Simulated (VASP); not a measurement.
The system is EuS.

```xyz
2
Lattice="0.0000 2.9785 2.9785 2.9785 0.0000 2.9785 2.9785 2.9785 0.0000" Properties=species:S:1:pos:R:3 pbc="T T T"
Eu    0.0000    0.0000    0.0000
S     2.9785    2.9785    2.9785
```

Base run:

```yaml
Program: VASP 6.6.1
Functional: PBEsol
Potentials_or_basis: VASP PAW PBE potentials, release 64 (Eu, S)
Cutoff: 600 eV
k_mesh: 7 × 7 × 7
Occupations: fermi-dirac, width 0.3 eV
Spin: collinear spin, ferromagnetic start
Starting_moments: "[4.9, 0.0] μB"
Hubbard_terms: Eu f U = 4.5 eV
```

Its results: pressure -3.3 GPa; net moment 6.95 μB per cell; site moments Eu +6.66; S -0.07 μB.

**Question.** The run is repeated on the same cell with these changes: hubbard terms from Eu f U = 4.5 eV to none. What comes out?

**Answer.** Pressure -6.3 GPa; net moment 6.82 μB per cell; site moments Eu +6.50; S -0.06 μB.

Caveats: the cell stands under tension; so wide a smearing shifts energies and pressures; the PAW data sets were made with another functional, which shifts forces and pressure a little; a cell with one magnetic atom can't hold antiferromagnetic order, which such compounds often take.
